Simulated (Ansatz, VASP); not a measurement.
**Ge8MoW3: VASP beside Ansatz**

The input INCAR:

```
  PREC = Accurate
  ENCUT = 520
  EDIFF = 1E-6
  ISMEAR = 0
  SIGMA = 0.1
  LREAL = False
  LASPH = True
  NELM = 60
  ALGO = Normal
  ISIF = 2
  LWAVE = False
  LCHARG = False
  GGA = PE
  NBANDS = 96
```

The input KPOINTS:

```
Automatic mesh
0
Gamma
  4 4 2
```

The input POSCAR:

```
Ge8MoW3
1.0
    4.7264061000      0.0000000000      0.0000000000
    0.0000000000      4.7264061000      0.0000000000
    0.0000000000      0.0000000000      8.2858931000
Ge Mo W
8 1 3
Direct
    0.0000000000      0.0000000000      0.3371740000
    0.0000000000      0.5000000000      0.8380870000
    0.5000000000      0.0000000000      0.8380870000
    0.5000000000      0.5000000000      0.3376130000
    0.0000000000      0.0000000000      0.6628260000
    0.0000000000      0.5000000000      0.1619130000
    0.5000000000      0.0000000000      0.1619130000
    0.5000000000      0.5000000000      0.6623870000
    0.0000000000      0.0000000000      0.0000000000
    0.0000000000      0.5000000000      0.5000000000
    0.5000000000      0.0000000000      0.5000000000
    0.5000000000      0.5000000000      0.0000000000
```

Input for Ansatz:

```yaml
crystal:
  lattice:
    - [4.7264061, 0.0, 0.0]
    - [0.0, 4.7264061, 0.0]
    - [0.0, 0.0, 8.2858931]
  atoms:
    - { symbol: Ge, position: [0.0, 0.0, 0.337174] }
    - { symbol: Ge, position: [0.0, 0.5, 0.838087] }
    - { symbol: Ge, position: [0.5, 0.0, 0.838087] }
    - { symbol: Ge, position: [0.5, 0.5, 0.337613] }
    - { symbol: Ge, position: [0.0, 0.0, 0.662826] }
    - { symbol: Ge, position: [0.0, 0.5, 0.161913] }
    - { symbol: Ge, position: [0.5, 0.0, 0.161913] }
    - { symbol: Ge, position: [0.5, 0.5, 0.662387] }
    - { symbol: Mo, position: [0.0, 0.0, 0.0] }
    - { symbol: W, position: [0.0, 0.5, 0.5] }
    - { symbol: W, position: [0.5, 0.0, 0.5] }
    - { symbol: W, position: [0.5, 0.5, 0.0] }
basis:
  ecutwfc: 420
kpoints:
  mp_grid: { grid: [4, 4, 2] }
hamiltonian:
  xc: pbe
scf:
  occupations: { method: gaussian, width: 0.1 }
  lower_state_search: "off"
output:
  forces: true
  stress: true
  eigenvalues: true
```

Alike in both runs: task single point; functional PBE; k mesh 4 × 4 × 2; occupations gaussian, width 0.1 eV; no spin polarisation.

```csv
,VASP,Ansatz
version,VASP 6.6.1,Ansatz 0.2.0
potentials or method,"VASP PAW PBE potentials, release 64 (Ge_d, Mo_sv, W_sv), cutoff 520 eV","scalar-relativistic, plane waves, PAW"
valence electrons in the cell,168,168
```

|  | VASP | Ansatz | Ansatz less VASP |
| --- | --- | --- | --- |
| gap on the k mesh at the Fermi level (eV) | none | none | - |
| pressure (GPa) | 0.2 | -0.1 | -0.26 |
| traceless stress, the component that is largest in VASP (GPa) | 0.25 | 0.24 | -0.011 |
| rms of the force components (eV/Å) | 0.029 | 0.026 | -0.0033 |

Atom by atom the forces differ by 0.003 eV/Å (rms over components). A gap of «none» marks a metal or a gap that the smearing closes.

The k mesh is coarse, so the values compare programs but aren't converged. Spin-orbit coupling is off throughout.
